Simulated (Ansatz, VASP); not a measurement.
# Two plane-wave programs on TaN

```
Ta N
1.0
     2.60324    4.50894    0.00000
    -2.60324    4.50894    0.00000
     0.00000    0.00000    2.92005
Ta N
3 3
Direct
  0.00000 0.00000 0.00000
  0.33330 0.33340 0.50000
  0.66660 0.66670 0.50000
  0.50000 0.50000 0.00000
  0.50000 0.00000 0.00000
  0.00000 0.50000 0.00000
```

Alike in both runs: task single point; functional LDA; k mesh 4 × 4 × 6; no spin polarisation.

|  | VASP | Ansatz |
| --- | --- | --- |
| version | VASP 6.6.1 | Ansatz 0.2.0 |
| potentials or method | VASP PAW LDA potentials, release 64 (Ta_pv, N), cutoff 520 eV | PAW plane waves |
| occupations | fermi-dirac, width 0.1 eV | fermi-dirac |
| valence electrons in the cell | 48 | 54 |

```csv
,VASP,Ansatz,Ansatz less VASP
gap on the k mesh at the Fermi level (eV),none,none,-
pressure (GPa),-6.5,-8.1,-1.64
```

LDA's correlation is that of Perdew and Zunger in VASP and of Perdew and Wang (1992) in Ansatz. A gap of «none» marks a metal or a gap that the smearing closes. VASP's potentials hold 48 valence electrons a cell and Ansatz's 54, so a difference there can come from the potentials and not from the codes. Ansatz's warnings: structure snapped to symmetry.

Neither program's run includes spin-orbit coupling.
